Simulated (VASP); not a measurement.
Wanted: the native input for a VASP 6.6.1 run.

- Task: single point
- Functional: PBEsol
- Potentials or basis: VASP PAW PBE potentials, release 64 (Be, B)
- Cutoff: 520 eV
- k mesh: 5 × 5 × 1
- Occupations: gaussian, width 0.1 eV
- Spin: no spin polarisation
- Dipole correction: no
- Further INCAR settings: ALGO = Normal; EDIFF = 1e-07; NBANDS = 26

The structure of Be12B lies in POSCAR:

```
Be12B
1.0
    4.5800000000      0.0000000000      0.0000000000
    2.2900000000      3.9663960000      0.0000000000
    0.0000000000      0.0000000000     14.5884300000
Be B
12 1
Direct
    0.0000000000      0.0000000000      0.0685475000
    0.5000000000      0.0000000000      0.0685475000
    0.0000000000      0.5000000000      0.0685475000
    0.5000000000      0.5000000000      0.0685475000
   -0.1658485669      0.3249443156      0.1957056878
    0.3373301119      0.3369484120      0.1938267940
   -0.1701441694      0.8296794223      0.1941314338
    0.3249719938      0.8341439197      0.1957714102
   -0.0211761406     -0.0214156820      0.3335562024
    0.4765638721      0.0347002989      0.3129489891
    0.0349531578      0.4763958418      0.3127953540
    0.5265116981      0.5267827889      0.3342283561
    0.7570601694      0.7562654237      0.3930996077
```

These files were run (other wordings do the same):

INCAR

```
ALGO     = Normal         # electronic algorithm
EDIFF    = 1E-7           # SCF threshold, eV
ENCUT    = 520            # plane-wave cutoff, eV
GGA      = PS             # functional
ISIF     = 2              # what is computed and relaxed
ISMEAR   = 0              # smearing method
LASPH    = True           # aspherical terms in the spheres
LCHARG   = True           # write CHGCAR
LELF     = True           # ELF
LREAL    = False          # projectors in reciprocal space
LVHAR    = True         
LWAVE    = False          # write WAVECAR
NBANDS   = 26             # bands
NELM     = 60             # most SCF steps
PREC     = Accurate       # precision mode
SIGMA    = 0.1            # smearing width, eV
```

KPOINTS

```
k-points
0
Gamma
  5 5 1
```

Potentials or basis: VASP PAW PBE potentials, release 64 (Be, B).

Launch:

```console
$ cat potpaw_PBE.64/Be/POTCAR potpaw_PBE.64/B/POTCAR > POTCAR
$ mpirun -np 1 vasp_std > vasp.out
```

Results of the run:

The largest force is 0.091 eV/Å and the band gap on the k mesh is zero (an odd number of electrons rules out a gap without spin polarisation).

Caveat: there is no dipole correction, which matters where the two faces differ; the PAW data sets were made with another functional, which shifts forces and pressure a little.

It took 2.4 min on 1 thread of Intel(R) Xeon(R) Platinum 8259CL CPU @ 2.50GHz (Skylake/Cascade Lake), on a shared host, peak memory 0.39 GiB.
